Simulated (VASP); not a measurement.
# HfN (P6_3/mmc) in VASP: further runs

Runs on HfN. Level: r2SCAN. Tasks: single point.

Program: VASP 6.6.1. These are calculated values, not measurements. Logs are shortened: lines on timing, memory, paths and dates and some standing lists are left out, and cuts for length are marked.

## (1) The cell of the first run

Symmetry: P6_3/mmc, No. 194, hexagonal system. The conventional cell has a = 3.134 Å, b = 3.134 Å, c = 5.417 Å, α = 90.00°, β = 90.00°, γ = 120.00°. Within 3.0 Å of Hf (site symmetry -6m2) lie 6 N at 2.26 Å. N (site symmetry -3m) has 6 Hf at 2.26 Å and 2 N at 2.71 Å within 3.0 Å.

## (2) Single point, r2SCAN

POSCAR

```
HfN
1.0
    3.1339080000      0.0000000000      0.0000000000
   -1.5669540000      2.7140440000      0.0000000000
    0.0000000000      0.0000000000      5.4167680000
Hf N
2 2
Direct
    0.6666666667      0.3333333333      0.7500000000
    0.3333333333      0.6666666667      0.2500000000
    0.0000000000      0.0000000000      0.0000000000
    0.0000000000      0.0000000000      0.5000000000
```

INCAR.step1

```
SYSTEM = HfN
PREC = Accurate ; ENCUT = 520
ISMEAR = 0 ; SIGMA = 0.25
LREAL = .FALSE. ; LASPH = .TRUE.
NELM = 60 ; NBANDS = 23
GGA = PE ; ALGO = Normal
EDIFF = 1E-4 ; LWAVE = .TRUE.
LCHARG = .FALSE.
```

INCAR.step2

```
SYSTEM = HfN
PREC = Accurate ; ENCUT = 520
EDIFF = 1E-6 ; ISMEAR = 0
SIGMA = 0.25 ; LREAL = .FALSE.
LASPH = .TRUE. ; NELM = 60
ALGO = Normal ; ISIF = 2
LWAVE = .FALSE. ; LCHARG = .FALSE.
METAGGA = R2SCAN ; LMIXTAU = .TRUE.
NBANDS = 23 ; ISTART = 1
```

KPOINTS

```
Automatic mesh
0
G
  8 8 4
  0 0 0
```

Potentials or basis: VASP PAW PBE potentials, release 64 (Hf_pv, N).

Run with:

```bash
$ cat potpaw_PBE.64/Hf_pv/POTCAR potpaw_PBE.64/N/POTCAR > POTCAR
$ cp INCAR.step1 INCAR
$ mpirun -np 1 vasp_std > vasp.out
$ cp INCAR.step2 INCAR
$ mpirun -np 1 vasp_std > vasp.out
```

OUTCAR:

```text
SYSTEM = HfN
   PREC = Accurate
   ENCUT = 520
   EDIFF = 1E-6
   ISMEAR = 0
   LREAL = .FALSE.
   LASPH = .TRUE.
   NELM = 60
   ISIF = 2
   METAGGA = R2SCAN
   ISTART = 1

 ion  position               nearest neighbor table
   1  0.667  0.333  0.750-   3 2.26   4 2.26   3 2.26   4 2.26   3 2.26   4 2.26   2 3.26   2 3.26
                             2 3.26   2 3.26   2 3.26   2 3.26
   2  0.333  0.667  0.250-   3 2.26   4 2.26   3 2.26   4 2.26   3 2.26   4 2.26   1 3.26   1 3.26
                             1 3.26   1 3.26   1 3.26   1 3.26
   3  0.000  0.000  0.000-   1 2.26   2 2.26   1 2.26   2 2.26   1 2.26   2 2.26
   4  0.000  0.000  0.500-   1 2.26   2 2.26   1 2.26   2 2.26   1 2.26   2 2.26

  LATTYP: Found a hexagonal cell.
 ALAT       =     3.1339080000
 C/A-ratio  =     1.7284387417

  Lattice vectors:

 A1 = (   3.1339080000,   0.0000000000,   0.0000000000)
 A2 = (  -1.5669540000,   2.7140440000,   0.0000000000)
 A3 = (   0.0000000000,   0.0000000000,   5.4167680000)

Analysis of symmetry for initial positions (statically):
=====================================================================
 Subroutine PRICEL returns:
 Original cell was already a primitive cell.

 Routine SETGRP: Setting up the symmetry group for a
 hexagonal supercell.

 Subroutine GETGRP returns: Found 24 space group operations
 (whereof 12 operations were pure point group operations)
 out of a pool of 24 trial point group operations.

The static configuration has the point symmetry D_3d.
 The point group associated with its full space group is D_6h.

Analysis of symmetry for dynamics (positions and initial velocities):
=====================================================================
 Subroutine PRICEL returns:
 Original cell was already a primitive cell.

 Routine SETGRP: Setting up the symmetry group for a
 hexagonal supercell.

 Subroutine GETGRP returns: Found 24 space group operations
 (whereof 12 operations were pure point group operations)
 out of a pool of 24 trial point group operations.

The dynamic configuration has the point symmetry D_3d.
 The point group associated with its full space group is D_6h.

 Subroutine INISYM returns: Found 24 space group operations
 (whereof 12 operations are pure point group operations),
 and found     1 'primitive' translations

----------------------------------------------------------------------------------------

                                     Primitive cell

  volume of cell :      46.0727

  direct lattice vectors                    reciprocal lattice vectors
     3.133908000  0.000000000  0.000000000     0.319090414  0.184226932  0.000000000
    -1.566954000  2.714044000  0.000000000     0.000000000  0.368453864  0.000000000
     0.000000000  0.000000000  5.416768000     0.000000000  0.000000000  0.184611931

  length of vectors
     3.133908000  3.133908051  5.416768000     0.368453870  0.368453864  0.184611931

  position of ions in fractional coordinates (direct lattice)
     0.666666667  0.333333333  0.750000000
     0.333333333  0.666666667  0.250000000
     0.000000000  0.000000000  0.000000000
     0.000000000  0.000000000  0.500000000

  ion indices of the primitive-cell ions
   primitive index   ion index
                 1           1
                 2           2
                 3           3
                 4           4

----------------------------------------------------------------------------------------

 KPOINTS: Automatic mesh

Automatic generation of k-mesh.
 Grid dimensions read from file:
 generate k-points for:    8    8    4

 Generating k-lattice:

  Cartesian coordinates                     Fractional coordinates (reciprocal lattice)
     0.039886302  0.023028367  0.000000000     0.125000000 -0.000000000  0.000000000
     0.000000000  0.046056733  0.000000000     0.000000000  0.125000000  0.000000000
     0.000000000  0.000000000  0.046152983     0.000000000  0.000000000  0.250000000

  Length of vectors
     0.046056734  0.046056733  0.046152983

[... 45 lines left out ...]
   LEPSILON=     F    determine dielectric tensor
   LRPA    =     F    only Hartree local field effects (RPA)
 non-spin polarized calculation
 Gauss-broadening in eV      SIGMA  =   0.25
  energy-cutoff  :      520.00
  volume of cell :       46.07
 maximum number of plane-waves:      1275
 NGX is ok and might be reduce to    24
   NGX = 11   NGY = 11   NGZ = 21

 number of electron      30.0000001 magnetization

 Free energy of the ion-electron system (eV)
  ---------------------------------------------------
  ext. energy  EPLUGINS =         0.00000000
  ---------------------------------------------------
  free energy    TOTEN  =      -116.40243923 eV

  energy without entropy =     -116.35799032  energy(sigma->0) =     -116.38021477

 E-fermi :   7.8154     XC(G=0): -13.6099

 val. band max:        7.7986530799   @ k =   0.2500   0.2500   0.5000
 cond. band min:       7.8405276020   @ k =   0.1250   0.0000   0.2500
 fundamental gap:      0.0418745221
 Fermi energy:         7.8153952927

 k-point     1 :       0.0000    0.0000    0.0000
  band No.  band energies     occupation
      1     -25.0480      2.00000
      2     -24.1827      2.00000
      3     -24.0702      2.00000
      4     -24.0702      2.00000
      5     -24.0138      2.00000
      6     -24.0138      2.00000
[... 15 lines left out ...]
     22      13.8721      0.00000
     23      13.8721      0.00000

 k-point     2 :       0.1250    0.0000    0.0000
  band No.  band energies     occupation
      1     -24.9913      2.00000
      2     -24.2045      2.00000
      3     -24.1872      2.00000
      4     -24.1376      2.00000
      5     -24.1108      2.00000
      6     -24.0261      2.00000
[... 15 lines left out ...]
     22      13.3252      0.00000
     23      13.8100      0.00000

 k-point     3 :       0.2500    0.0000    0.0000
  band No.  band energies     occupation
      1     -24.8420      2.00000
      2     -24.5324      2.00000
      3     -24.4072      2.00000
      4     -24.2083      2.00000
      5     -24.1963      2.00000
      6     -24.0671      2.00000
[... 15 lines left out ...]
     22      13.3952      0.00000
     23      13.6180      0.00000
[... 495 lines left out ...]
 k-point    23 :       0.2500    0.0000    0.5000
  band No.  band energies     occupation
      1     -24.6708      2.00000
      2     -24.6708      2.00000
      3     -24.3288      2.00000
      4     -24.3288      2.00000
      5     -24.1322      2.00000
      6     -24.1322      2.00000
[... 15 lines left out ...]
     22      13.3343      0.00000
     23      14.6009      0.00000

 k-point    24 :       0.3750    0.0000    0.5000
  band No.  band energies     occupation
      1     -24.8525      2.00000
      2     -24.8525      2.00000
      3     -24.3563      2.00000
      4     -24.3563      2.00000
      5     -24.1949      2.00000
      6     -24.1949      2.00000
[... 15 lines left out ...]
     22      13.6724      0.00000
     23      15.4465      0.00000

 [... further k-points ...]
[... 5 lines left out ...]
  --------------------------------------------------------------------------------------
  -------------------------------------------------------------------------------------
  Total       -0.0154559     -0.0154559     -0.0067165      0.0000000      0.0000000      0.0000000
  in kB       -0.5374778     -0.5374779     -0.2335649      0.0000000      0.0000000      0.0000000
  external PRESSURE =      -0.4361735 kB  Pullay stress =       0.0000000 kB

 VOLUME and BASIS-vectors are now :
 -----------------------------------------------------------------------------
  energy-cutoff  :      520.00
  volume of cell :       46.07
      direct lattice vectors                 reciprocal lattice vectors
     3.133908000  0.000000000  0.000000000     0.319090414  0.184226932  0.000000000
    -1.566954000  2.714044000  0.000000000     0.000000000  0.368453864  0.000000000
     0.000000000  0.000000000  5.416768000     0.000000000  0.000000000  0.184611931

 POSITION                                       TOTAL-FORCE (eV/Angst)
 -----------------------------------------------------------------------------------
      1.56695      0.90468      4.06258         0.000000      0.000000      0.000000
     -0.00000      1.80936      1.35419        -0.000000     -0.000000      0.000000
      0.00000      0.00000      0.00000        -0.000000      0.000000      0.000000
      0.00000      0.00000      2.70838        -0.000000      0.000000      0.000000
 -----------------------------------------------------------------------------------
    total drift:                               -0.000000      0.000000     -0.000000

  FREE ENERGIE OF THE ION-ELECTRON SYSTEM (eV)
  ---------------------------------------------------
  free  energy   TOTEN  =      -116.4024392257 eV

  energy  without entropy=     -116.3579903201  energy(sigma->0) =     -116.38021477
```

Run time: 1.9 min. Hardware: 1 thread of Intel Xeon Platinum 8259CL at 2.50GHz (Skylake/Cascade Lake), shared host; peak memory 0.18 GiB.

What came out:

| Item | Value |
| --- | --- |
| Free energy | -116.4024 eV |
| Pressure | 0.0 GPa |
| Band gap on the k mesh | zero (band 15 reaches 9.94 eV, above the bottom of band 16 at 7.50 eV) |

Caveat: the PAW data sets were made with another functional, which shifts forces and pressure a little; spin-orbit coupling is left out, which moves the levels of the heavy elements.

## (3) Single point, r2SCAN

POSCAR is that of step 2.

INCAR.step1

```
SYSTEM = HfN
PREC = Accurate
ENCUT = 520
ISMEAR = 0
SIGMA = 0.15
LREAL = .FALSE.
LASPH = .TRUE.
NELM = 60
NBANDS = 23
GGA = PE
ALGO = Normal
EDIFF = 1E-4
LWAVE = .TRUE.
LCHARG = .FALSE.
```

INCAR.step2

```
SYSTEM = HfN
PREC = Accurate
ENCUT = 520
EDIFF = 1E-6
ISMEAR = 0
SIGMA = 0.15
LREAL = .FALSE.
LASPH = .TRUE.
NELM = 60
ALGO = Normal
ISIF = 2
LWAVE = .FALSE.
LCHARG = .FALSE.
METAGGA = R2SCAN
LMIXTAU = .TRUE.
NBANDS = 23
ISTART = 1
```

KPOINTS

```
regular mesh
0
G
  8 8 4
  0 0 0
```

Potentials or basis: VASP PAW PBE potentials, release 64 (Hf_pv, N).

Run with:

```bash
$ cat potpaw_PBE.64/Hf_pv/POTCAR potpaw_PBE.64/N/POTCAR > POTCAR
$ cp INCAR.step1 INCAR
$ mpirun -np 1 vasp_std > vasp.out
$ cp INCAR.step2 INCAR
$ mpirun -np 1 vasp_std > vasp.out
```

It took 1.9 min on 1 thread of Intel Xeon Platinum 8259CL at 2.50GHz (Skylake/Cascade Lake), shared host; peak memory 0.18 GiB.

The run converged. Its results:

| Item | Value |
| --- | --- |
| Free energy | -116.3870 eV |
| Pressure | 0.0 GPa |
| Band gap on the k mesh | zero (band 15 reaches 9.94 eV, above the bottom of band 16 at 7.49 eV) |

Stress tensor (GPa, compression positive):
```
 0.15  0.00  0.00
 0.00  0.15  0.00
 0.00  0.00 -0.33
```

Levels at points of the mesh, in eV from the Fermi level:
```csv
k point,band 13,band 14,band 15,band 16,band 17,band 18
"(0.00, 0.00, 0.00)",-3.74,-1.84,-0.29,1.03,1.03,1.37
"(0.50, 0.00, 0.00)",-3.42,-2.72,-2.55,2.64,3.10,4.83
"(0.00, 0.00, 0.50)",-4.52,-4.52,2.14,2.14,3.24,3.24
"(0.50, 0.00, 0.50)",-4.63,-4.63,-0.17,-0.17,5.11,5.11
```

Caveat: the PAW data sets were made with another functional, which shifts forces and pressure a little; spin-orbit coupling is left out, which moves the levels of the heavy elements.

## (4) Single point, r2SCAN

POSCAR is that of step 3.

INCAR.step1

```
SYSTEM = HfN
  ALGO = Normal
  EDIFF = 1E-4
  ENCUT = 520
  GGA = PE
  ISMEAR = 0
  LASPH = .TRUE.
  LCHARG = .FALSE.
  LREAL = .FALSE.
  LWAVE = .TRUE.
  NBANDS = 23
  NELM = 60
  PREC = Accurate
  SIGMA = 0.1
```

INCAR.step2

```
SYSTEM = HfN
  ALGO = Normal
  EDIFF = 1E-6
  ENCUT = 520
  ISIF = 2
  ISMEAR = 0
  ISTART = 1
  LASPH = .TRUE.
  LCHARG = .TRUE.
  LELF = .TRUE.
  LMIXTAU = .TRUE.
  LREAL = .FALSE.
  LVHAR = .TRUE.
  LWAVE = .FALSE.
  METAGGA = R2SCAN
  NBANDS = 23
  NELM = 60
  PREC = Accurate
  SIGMA = 0.1
```

KPOINTS

```
k-points
0
G
  8 8 4
  0 0 0
```

Run with:

```bash
$ cat potpaw_PBE.64/Hf_pv/POTCAR potpaw_PBE.64/N/POTCAR > POTCAR
$ cp INCAR.step1 INCAR
$ mpirun -np 1 vasp_std > vasp.out
$ cp INCAR.step2 INCAR
$ mpirun -np 1 vasp_std > vasp.out
```

It took 2 min on 1 thread of Intel Xeon Platinum 8259CL at 2.50GHz (Skylake/Cascade Lake), shared host; peak memory 0.18 GiB.

It converged, with:

| Property | Result |
| --- | --- |
| Free energy | -116.3810 eV |
| Pressure | 0.0 GPa |
| Band gap on the k mesh | zero (band 15 reaches 9.94 eV, above the bottom of band 16 at 7.49 eV) |

Stress tensor (GPa, compression positive):
```
 0.25  0.00  0.00
 0.00  0.25  0.00
 0.00  0.00 -0.41
```

Levels at points of the mesh, in eV from the Fermi level:
```csv
k point,band 13,band 14,band 15,band 16,band 17,band 18
"(0.00, 0.00, 0.00)",-3.73,-1.83,-0.28,1.04,1.04,1.37
"(0.50, 0.00, 0.00)",-3.41,-2.71,-2.54,2.65,3.11,4.84
"(0.00, 0.00, 0.50)",-4.51,-4.51,2.15,2.15,3.24,3.24
"(0.50, 0.00, 0.50)",-4.62,-4.62,-0.16,-0.16,5.12,5.12
```

Caveat: the PAW data sets were made with another functional, which shifts forces and pressure a little; spin-orbit coupling is left out, which moves the levels of the heavy elements.

## (5) Single point, r2SCAN

POSCAR is that of step 4.

INCAR.step1

```
ALGO = Normal ; EDIFF = 1E-4
ENCUT = 520 ; GGA = PE
ISMEAR = 0 ; LASPH = T
LCHARG = F ; LREAL = F
LWAVE = T ; NBANDS = 23
NELM = 60 ; PREC = Accurate
SIGMA = 0.05
```

INCAR.step2

```
ALGO = Normal ; EDIFF = 1E-6
ENCUT = 520 ; ISIF = 2
ISMEAR = 0 ; ISTART = 1
LASPH = T ; LCHARG = T
LELF = T ; LMIXTAU = T
LREAL = F ; LVHAR = T
LWAVE = F ; METAGGA = R2SCAN
NBANDS = 23 ; NELM = 60
PREC = Accurate ; SIGMA = 0.05
```

KPOINTS

```
k-points
0
Gamma
  8 8 4
```

Run with:

```bash
$ cat potpaw_PBE.64/Hf_pv/POTCAR potpaw_PBE.64/N/POTCAR > POTCAR
$ cp INCAR.step1 INCAR
$ mpirun -np 1 vasp_std > vasp.out
$ cp INCAR.step2 INCAR
$ mpirun -np 1 vasp_std > vasp.out
```

Wall time 2 min (1 thread of Intel Xeon Platinum 8259CL at 2.50GHz (Skylake/Cascade Lake), shared host); peak memory 0.18 GiB.

It converged, with:

| Property | Result |
| --- | --- |
| Free energy | -116.3764 eV |
| Pressure | 0.1 GPa |
| Band gap on the k mesh | zero (band 15 reaches 9.94 eV, above the bottom of band 16 at 7.49 eV) |

Stress tensor (GPa, compression positive):
```
 0.30  0.00  0.00
 0.00  0.30  0.00
 0.00  0.00 -0.33
```

Levels at points of the mesh, in eV from the Fermi level:
| k point | band 13 | band 14 | band 15 | band 16 | band 17 | band 18 |
| --- | --- | --- | --- | --- | --- | --- |
| (0.00, 0.00, 0.00) | -3.72 | -1.82 | -0.27 | 1.05 | 1.05 | 1.38 |
| (0.50, 0.00, 0.00) | -3.40 | -2.70 | -2.54 | 2.66 | 3.11 | 4.84 |
| (0.00, 0.00, 0.50) | -4.50 | -4.50 | 2.16 | 2.16 | 3.25 | 3.25 |
| (0.50, 0.00, 0.50) | -4.61 | -4.61 | -0.16 | -0.16 | 5.13 | 5.13 |

Caveat: the PAW data sets were made with another functional, which shifts forces and pressure a little; spin-orbit coupling is left out, which moves the levels of the heavy elements.

## (6) Single point, r2SCAN

POSCAR is that of step 5.

INCAR.step1

```
SYSTEM = HfN
ALGO     = Normal         ! electronic algorithm
EDIFF    = 1E-4           ! SCF threshold, eV
ENCUT    = 520            ! plane-wave cutoff, eV
GGA      = PE             ! functional
ISMEAR   = 0              ! smearing method
LASPH    = .TRUE.         ! aspherical terms in the spheres
LCHARG   = .FALSE.        ! write CHGCAR
LREAL    = .FALSE.        ! projectors in reciprocal space
LWAVE    = .TRUE.         ! write WAVECAR
NBANDS   = 23             ! bands
NELM     = 60             ! most SCF steps
PREC     = Accurate       ! precision mode
SIGMA    = 0.025          ! smearing width, eV
```

INCAR.step2

```
SYSTEM = HfN
ALGO     = Normal         ! electronic algorithm
EDIFF    = 1E-7           ! SCF threshold, eV
ENCUT    = 520            ! plane-wave cutoff, eV
ISIF     = 2              ! what is computed and relaxed
ISMEAR   = 0              ! smearing method
ISTART   = 1            
LASPH    = .TRUE.         ! aspherical terms in the spheres
LCHARG   = .TRUE.         ! write CHGCAR
LELF     = .TRUE.         ! ELF
LMIXTAU  = .TRUE.       
LREAL    = .FALSE.        ! projectors in reciprocal space
LVHAR    = .TRUE.       
LWAVE    = .FALSE.        ! write WAVECAR
METAGGA  = R2SCAN         ! meta-GGA
NBANDS   = 23             ! bands
NELM     = 60             ! most SCF steps
PREC     = Accurate       ! precision mode
SIGMA    = 0.025          ! smearing width, eV
```

KPOINTS

```
k-points
0
G
  8 8 4
  0 0 0
```

Potentials or basis: VASP PAW PBE potentials, release 64 (Hf_pv, N).

Run with:

```bash
$ cat potpaw_PBE.64/Hf_pv/POTCAR potpaw_PBE.64/N/POTCAR > POTCAR
$ cp INCAR.step1 INCAR
$ mpirun -np 1 vasp_std > vasp.out
$ cp INCAR.step2 INCAR
$ mpirun -np 1 vasp_std > vasp.out
```

Run time: 2.3 min. Hardware: 1 thread of Intel Xeon Platinum 8259CL at 2.50GHz (Skylake/Cascade Lake), shared host; peak memory 0.18 GiB.

Results (log left out):

```yaml
Free_energy: -116.3751 eV
Pressure: 0.1 GPa
Band_gap_on_the_k_mesh: zero (band 15 reaches 9.94 eV, above the bottom of band 16 at 7.49 eV)
```

Stress tensor (GPa, compression positive):
```
 0.28  0.00  0.00
 0.00  0.28  0.00
 0.00  0.00 -0.20
```

Levels at points of the mesh, in eV from the Fermi level:
| k point | band 11 | band 12 | band 13 | band 14 | band 15 | band 16 | band 17 | band 18 | band 19 | band 20 |
| --- | --- | --- | --- | --- | --- | --- | --- | --- | --- | --- |
| (0.00, 0.00, 0.00) | -4.86 | -3.72 | -3.72 | -1.82 | -0.27 | 1.05 | 1.05 | 1.38 | 2.24 | 2.24 |
| (0.50, 0.00, 0.00) | -5.97 | -5.62 | -3.40 | -2.70 | -2.53 | 2.66 | 3.12 | 4.85 | 4.99 | 5.92 |
| (0.00, 0.00, 0.50) | -4.50 | -4.50 | -4.50 | -4.50 | 2.16 | 2.16 | 3.25 | 3.25 | 3.25 | 3.25 |
| (0.50, 0.00, 0.50) | -5.57 | -5.57 | -4.61 | -4.61 | -0.15 | -0.15 | 5.13 | 5.13 | 5.18 | 5.18 |

Caveat: the PAW data sets were made with another functional, which shifts forces and pressure a little; spin-orbit coupling is left out, which moves the levels of the heavy elements.

## (7) Summary

| smearing | gap on the mesh (eV) | pressure (GPa) |
| --- | --- | --- |
| gaussian 0.25 eV | none | 0.0 |
| gaussian 0.15 eV | none | 0.0 |
| gaussian 0.1 eV | none | 0.0 |
| gaussian 0.05 eV | none | 0.1 |
| gaussian 0.025 eV | none | 0.1 |

Alike in all rows: task single point; level r2SCAN; potentials or basis VASP PAW PBE potentials, release 64 (Hf_pv, N); no spin polarisation; cell as given; k mesh 8 × 8 × 4; cutoff (eV) 520.

Every run on the cell as given and a fine mesh finds a metal.

Caveats: the PAW data sets were made with another functional, which shifts forces and pressure a little; spin-orbit coupling is left out, which moves the levels of the heavy elements.

Total energies depend on the potentials used, so only differences within one code and one set of settings carry meaning.
